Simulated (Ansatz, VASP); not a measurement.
NaCaBr3 in VASP and in Ansatz

Contents of INCAR:

```
SYSTEM = NaCaBr3
PREC     = Accurate       ! precision mode
ENCUT    = 520            ! plane-wave cutoff, eV
EDIFF    = 1E-6           ! SCF threshold, eV
ISMEAR   = 0              ! smearing method
SIGMA    = 0.01           ! smearing width, eV
LREAL    = .False.        ! projectors in reciprocal space
LASPH    = .True.         ! aspherical terms in the spheres
NELM     = 100            ! most SCF steps
ALGO     = Normal         ! electronic algorithm
ISIF     = 2              ! what is computed and relaxed
LWAVE    = .False.        ! write WAVECAR
LCHARG   = .False.        ! write CHGCAR
GGA      = PE             ! functional
NBANDS   = 27             ! bands
```

The input KPOINTS:

```
Automatic mesh
0
Gamma
  4 4 4
  0 0 0
```

POSCAR

```
NaCaBr3
1.0
    5.7906596211      0.0000000000      0.0000000000
    0.0000000000      5.7906596211      0.0000000000
    0.0000000000      0.0000000000      5.7906596211
Na Ca Br
1 1 3
Direct
    0.0000000000      0.0000000000      0.0000000000
    0.5000000000      0.5000000000      0.5000000000
    0.5000000000      0.5000000000      0.0000000000
    0.5000000000      0.0000000000      0.5000000000
    0.0000000000      0.5000000000      0.5000000000
```

Input for Ansatz:

```yaml
crystal:
  lattice:
    - [5.7906596211, 0.0, 0.0]
    - [0.0, 5.7906596211, 0.0]
    - [0.0, 0.0, 5.7906596211]
  atoms:
    - { symbol: Na, position: [0.0, 0.0, 0.0] }
    - { symbol: Ca, position: [0.5, 0.5, 0.5] }
    - { symbol: Br, position: [0.5, 0.5, 0.0] }
    - { symbol: Br, position: [0.5, 0.0, 0.5] }
    - { symbol: Br, position: [0.0, 0.5, 0.5] }
kpoints:
  mp_grid: { grid: [4, 4, 4] }
hamiltonian:
  xc: pbe
scf:
  occupations: { method: fixed }
  n_extra_bands: 5
output:
  forces: true
  stress: true
  eigenvalues: true
```

Alike in both runs: task single point; functional PBE; k mesh 4 × 4 × 4; no spin polarisation.

|  | VASP | Ansatz |
| --- | --- | --- |
| version | VASP 6.6.1 | Ansatz 0.2.0 |
| potentials or method | VASP PAW PBE potentials, release 64 (Na_pv, Ca_sv, Br) | plane waves, PAW |
| plane-wave cutoff (eV) | 520 | 420 |
| occupations | gaussian, width 0.01 eV | fixed |
| valence electrons in the cell | 38 | 40 |

```csv
,VASP,Ansatz,Ansatz less VASP
gap on the k mesh at the Fermi level (eV),3.03,3.03,0.000
pressure (GPa),-1.0,-1.0,-0.04
```

VASP's potentials hold 38 valence electrons a cell and Ansatz's 40, so a difference there can come from the potentials and not from the codes.
